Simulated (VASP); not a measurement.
# SiC (P6_3mc) in VASP: further runs

The runs below take SiC through elastic constants, with PBEsol.

All numbers are computed with VASP 6.6.1; they aren't measurements. Logs are shortened: lines on timing, memory, paths and dates and some standing lists are left out, and cuts for length are marked.

## Step 1: The cell of the first run

The structure is hexagonal, space group P6_3mc (No. 186). Conventional cell: a = 3.034 Å, b = 3.034 Å, c = 4.977 Å, α = 90.00°, β = 90.00°, γ = 120.00°. Within 2.5 Å of Si (site symmetry 3m) lie 4 C at 1.86 to 1.87 Å. C (site symmetry 3m) has 4 Si at 1.86 to 1.87 Å within 2.5 Å.

## Step 2: Elastic constants, PBEsol

File INCAR:

```
SYSTEM = SiC
PREC = Accurate
ENCUT = 600
EDIFF = 1E-8
ISMEAR = 0
SIGMA = 0.01
LREAL = .False.
LASPH = .True.
NELM = 60
ALGO = Normal
ISIF = 3
LWAVE = .False.
LCHARG = .True.
GGA = PS
NBANDS = 16
IBRION = 6
NFREE = 2
POTIM = 0.015
NSW = 1
```

File KPOINTS:

```
Automatic mesh
0
Gamma
  8 8 6
  0 0 0
```

File POSCAR:

```
SiC
1.0
    3.0341540982      0.0000000000      0.0000000000
   -1.5170770491      2.6276545281      0.0000000000
    0.0000000000      0.0000000000      4.9769982970
Si C
2 2
Direct
    0.3333333333      0.6666666667      0.0045992688
    0.6666666667      0.3333333333      0.5045992688
    0.3333333333      0.6666666667      0.3804007312
    0.6666666667      0.3333333333      0.8804007312
```

Potentials or basis: VASP PAW PBE potentials, release 64 (Si, C).

Launch:

```
$ cat potpaw_PBE.64/Si/POTCAR potpaw_PBE.64/C/POTCAR > POTCAR
$ mpirun -np 1 vasp_std > vasp.out
```

OUTCAR:

```text
SYSTEM = SiC
   PREC = Accurate
   ENCUT = 600
   EDIFF = 1E-8
   ISMEAR = 0
   LREAL = .False.
   LASPH = .True.
   NELM = 60
   ISIF = 3
   GGA = PS
   IBRION = 6
   NFREE = 2
   POTIM = 0.015
   NSW = 1

 ion  position               nearest neighbor table
   1  0.333  0.667  0.005-   4 1.86   4 1.86   4 1.86   3 1.87   2 3.04   2 3.04   2 3.04   2 3.04
                             2 3.04   2 3.04
   2  0.667  0.333  0.505-   3 1.86   3 1.86   3 1.86   4 1.87   1 3.04   1 3.04   1 3.04   1 3.04
                             1 3.04   1 3.04
   3  0.333  0.667  0.380-   2 1.86   2 1.86   2 1.86   1 1.87
   4  0.667  0.333  0.880-   1 1.86   1 1.86   1 1.86   2 1.87

  LATTYP: Found a hexagonal cell.
 ALAT       =     3.0341540982
 C/A-ratio  =     1.6403248273

  Lattice vectors:

 A1 = (   3.0341540982,   0.0000000000,   0.0000000000)
 A2 = (  -1.5170770491,   2.6276545281,   0.0000000000)
 A3 = (   0.0000000000,   0.0000000000,   4.9769982970)

Analysis of symmetry for initial positions (statically):
=====================================================================
 Subroutine PRICEL returns:
 Original cell was already a primitive cell.

 Routine SETGRP: Setting up the symmetry group for a
 hexagonal supercell.

 Subroutine GETGRP returns: Found 12 space group operations
 (whereof  6 operations were pure point group operations)
 out of a pool of 24 trial point group operations.

The static configuration has the point symmetry C_3v.
 The point group associated with its full space group is C_6v.

Analysis of symmetry for dynamics (positions and initial velocities):
=====================================================================
 Subroutine PRICEL returns:
 Original cell was already a primitive cell.

 Routine SETGRP: Setting up the symmetry group for a
 hexagonal supercell.

[... 811 lines left out ...]
      6       5.9038      2.00000
[... 8 lines left out ...]
     15      20.6968      0.00000
     16      21.0210      0.00000

 [... further k-points ...]

------------------------ aborting loop because EDIFF is reached ----------------------------------------

  FORCE on cell =-STRESS in cart. coord.  units (eV):
  Direction    XX          YY          ZZ          XY          YZ          ZX
  --------------------------------------------------------------------------------------
  -------------------------------------------------------------------------------------
  Total        2.4389312      2.4389312      2.7424740     -0.0000000      0.0000000      0.0000000
  in kB       98.4774368     98.4774368    110.7336737     -0.0000000      0.0000000      0.0000000
  external PRESSURE =     102.5628491 kB  Pullay stress =       0.0000000 kB
[... 19 lines left out ...]
  FREE ENERGIE OF THE ION-ELECTRON SYSTEM (eV)
  ---------------------------------------------------
  free  energy   TOTEN  =       -31.7653477808 eV

  energy  without entropy=      -31.7653477808  energy(sigma->0) =      -31.76534778

 INTERNAL STRAIN TENSORS FROM STRAINED CELLS
 ============================================

 INTERNAL STRAIN TENSOR FOR ION    1 for displacements in x,y,z  (eV/Angst):
          X           Y           Z          XY          YZ          ZX
  --------------------------------------------------------------------------------
  x     0.00000     0.00000    -0.00000   -10.09820     0.00000    -7.36860
  y   -10.12341    10.14304     0.00000    -0.00002    -7.36111    -0.00005
  z    -6.62166    -6.62868    12.84814     0.00020    -0.00380    -0.00005

 INTERNAL STRAIN TENSORS FROM DISPLACED ATOMS
 ============================================

 INTERNAL STRAIN TENSOR FOR ION    1 for displacements in x,y,z  (eV/Angst):
          X           Y           Z          XY          YZ          ZX
  --------------------------------------------------------------------------------
  x     0.00000     0.00000    -0.00000   -10.10439     0.00000    -7.36751
  y   -10.10439    10.10439     0.00000    -0.00000    -7.36751     0.00000
  z    -6.60170    -6.60170    12.78413     0.00000     0.00000     0.00000

 INTERNAL STRAIN TENSOR FOR ION    4 for displacements in x,y,z  (eV/Angst):
          X           Y           Z          XY          YZ          ZX
  --------------------------------------------------------------------------------
  x     0.00000     0.00000    -0.00000    11.83378     0.00000     7.36830
  y    11.83378   -11.83378     0.00000     0.00000     7.36830     0.00000
  z     6.60370     6.60370   -12.78739     0.00000     0.00000     0.00000

 Eigenvectors and eigenvalues of the dynamical matrix
 ----------------------------------------------------

   1 f  =   26.026175 THz   163.527279 2PiTHz  868.139746 cm-1   107.635562 meV
             X         Y         Z           dx          dy          dz
     -0.000000  1.751770  0.022891    -0.000000   -0.000000    0.034620
      1.517077  0.875885  2.511390    -0.000000   -0.000000   -0.034620
     -0.000000  1.751770  1.893254     0.000000    0.000000   -0.706259
      1.517077  0.875885  4.381753     0.000000    0.000000    0.706259
[... 71 lines left out ...]
  12 f/i=    0.000644 THz     0.004046 2PiTHz    0.021478 cm-1     0.002663 meV
             X         Y         Z           dx          dy          dz
     -0.000000  1.751770  0.022891    -0.038302    0.590545   -0.000000
      1.517077  0.875885  2.511390    -0.038302    0.590545   -0.000000
     -0.000000  1.751770  1.893254    -0.025050    0.386215   -0.000000
      1.517077  0.875885  4.381753    -0.025050    0.386215   -0.000000

--------------------------------------------------------------------------------------------------------

 ELASTIC MODULI CONTR FROM IONIC RELAXATION (kBar)
 Direction    XX          YY          ZZ          XY          YZ          ZX
 --------------------------------------------------------------------------------
 XX        -708.4270    351.8808    345.2160      0.0000      0.0000     -0.0000
 YY         351.8808   -708.4270    345.2160     -0.0000     -0.0000      0.0000
 ZZ         345.2160    345.2160   -668.4916     -0.0000     -0.0000     -0.0000
 XY           0.0000     -0.0000     -0.0000   -530.1539     -0.0000      0.0000
 YZ          -0.0000     -0.0000     -0.0000     -0.0000   -206.0674      0.0000
 ZX          -0.0000      0.0000     -0.0000      0.0000      0.0000   -206.0674
 --------------------------------------------------------------------------------

 TOTAL ELASTIC MODULI (kBar)
 Direction    XX          YY          ZZ          XY          YZ          ZX
 --------------------------------------------------------------------------------
 XX        5440.1662   1367.2946    748.4614      0.0000      0.0000     -0.0000
 YY        1367.2946   5440.1662    748.4614     -0.0000     -0.0000      0.0000
 ZZ         748.4614    748.4614   5917.6729     -0.0000     -0.0000     -0.0000
 XY           0.0000     -0.0000     -0.0000   2036.4358     -0.0000      0.0000
 YZ          -0.0000     -0.0000     -0.0000     -0.0000   1526.7705      0.0000
 ZX          -0.0000      0.0000     -0.0000      0.0000      0.0000   1526.7705
 --------------------------------------------------------------------------------
```

Run time: 8.9 min. Hardware: 1 thread of Intel Xeon Platinum 8488C (Sapphire Rapids), shared host; peak memory 0.34 GiB.

What came out:

```yaml
Voigt_bulk_modulus: 250 GPa
Highest_phonon_frequency_at_Γ_LO-TO_splitting_left_out: 868 cm⁻¹
```

Phonon frequencies in cm⁻¹ (negative: imaginary):
```tsv
q point	frequencies
(0.000, 0.000, 0.000)	0 0 0 251 251 612 799 801 801 829 829 868
```

Elastic tensor in Voigt notation (GPa, in the Cartesian axes of the cell as first typed):
```
544 137  75   0   0   0
137 544  75   0   0   0
 75  75 592   0   0   0
  0   0   0 153   0   0
  0   0   0   0 153   0
  0   0   0   0   0 204
```

Clamped-ion elastic tensor (GPa):
```
615 102  40   0   0   0
102 615  40   0   0   0
 40  40 659   0   0   0
  0   0   0 173   0   0
  0   0   0   0 173   0
  0   0   0   0   0 257
```

Caveat: the cell is under stress, which shifts elastic constants; the PAW data sets were made with another functional, which shifts forces and pressure a little.

## Step 3: Elastic constants, PBEsol

This run uses another cell than the first one, of 10.34 Å³/atom.

File INCAR:

```
PREC = Accurate
ENCUT = 600
EDIFF = 1E-8
ISMEAR = 0
SIGMA = 0.01
LREAL = False
LASPH = True
NELM = 80
ALGO = Normal
ISIF = 3
LWAVE = False
LCHARG = False
GGA = PS
NBANDS = 16
IBRION = 6
NFREE = 2
POTIM = 0.015
NSW = 1
```

File KPOINTS:

```
Automatic mesh
0
Gamma
  8 8 6
```

File POSCAR:

```
SiC
1.0
    3.0757719584      0.0000000000      0.0000000000
   -1.5378859792      2.6636966523      0.0000000000
    0.0000000000      0.0000000000      5.0475313051
Si C
2 2
Direct
    0.3333333333      0.6666666667      0.0045931155
    0.6666666667      0.3333333333      0.5045931155
    0.3333333333      0.6666666667      0.3804068845
    0.6666666667      0.3333333333      0.8804068845
```

Potentials or basis: VASP PAW PBE potentials, release 64 (Si, C).

Launch:

```
$ cat potpaw_PBE.64/Si/POTCAR potpaw_PBE.64/C/POTCAR > POTCAR
$ mpirun -np 1 vasp_std > vasp.out
```

It took 14 min on 1 thread of Intel Xeon Platinum 8488C (Sapphire Rapids), shared host; peak memory 0.37 GiB.

It converged, with:

| Item | Value |
| --- | --- |
| Voigt bulk modulus | 223 GPa |
| Highest phonon frequency at Γ, LO-TO splitting left out | 827 cm⁻¹ |

Phonon frequencies in cm⁻¹ (negative: imaginary):
```tsv
q point	frequencies
(0.000, 0.000, 0.000)	0 0 0 253 253 591 759 759 762 791 791 827
```

Elastic tensor in Voigt notation (GPa, in the Cartesian axes of the cell as first typed):
```
504 111  56   0   0   0
111 504  56   0   0   0
 56  56 547   0   0   0
  0   0   0 150   0   0
  0   0   0   0 150   0
  0   0   0   0   0 197
```

Clamped-ion elastic tensor (GPa):
```
554  85  34   0   0   0
 85 554  34   0   0   0
 34  34 590   0   0   0
  0   0   0 164   0   0
  0   0   0   0 164   0
  0   0   0   0   0 235
```

Caveat: the PAW data sets were made with another functional, which shifts forces and pressure a little.
